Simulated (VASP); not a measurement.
Set up this calculation in VASP 6.6.1, as the native input.

| Item | Value |
| --- | --- |
| Task | single point |
| Functional | PBE |
| Potentials or basis | VASP PAW PBE potentials, release 64 (Ti_sv) |
| Cutoff | 520 eV |
| k mesh | 20 × 20 × 20 |
| Occupations | gaussian, width 0.15 eV |
| Spin | no spin polarisation |
| Dipole correction | no |
| Further INCAR settings | ALGO = Fast; EDIFF = 1e-06; NBANDS = 12 |

The structure of Ti lies in POSCAR:

```
Ti
1.0
    0.0000000000      2.0556803641      2.2207514974
    2.0556803641      0.0000000000      2.2207514974
    2.0556803641      2.0556803641      0.0000000000
Ti
1
Direct
    0.0000000000      0.0000000000      0.0000000000
```

This cell differs from its parent crystal: volume 18.769 Å^3 an atom, c/a of the conventional cell 1.0803.

The input as run:

INCAR

```
SYSTEM = Ti
PREC     = Accurate       ! precision mode
ENCUT    = 520            ! plane-wave cutoff, eV
EDIFF    = 1E-6           ! SCF threshold, eV
ISMEAR   = 0              ! smearing method
SIGMA    = 0.15           ! smearing width, eV
LREAL    = .FALSE.        ! projectors in reciprocal space
LASPH    = .TRUE.         ! aspherical terms in the spheres
NELM     = 100            ! most SCF steps
ALGO     = Fast           ! electronic algorithm
ISIF     = 2              ! what is computed and relaxed
LWAVE    = .FALSE.        ! write WAVECAR
LCHARG   = .FALSE.        ! write CHGCAR
GGA      = PE             ! functional
NBANDS   = 12             ! bands
```

KPOINTS

```
Automatic mesh
0
G
  20 20 20
  0 0 0
```

Potentials or basis: VASP PAW PBE potentials, release 64 (Ti_sv).

Launch:

```bash
$ cat potpaw_PBE.64/Ti_sv/POTCAR > POTCAR
$ mpirun -np 1 vasp_std > vasp.out
```

Results of the run:

- Pressure: -7.4 GPa
- Band gap on the k mesh: zero (band 6 reaches 8.08 eV, above the bottom of band 7 at 6.87 eV)

Wall time 2.3 min on 1 thread of AMD EPYC 9R45 96-Core Processor (Zen 5), with other jobs on the host, peak memory 0.22 GiB.
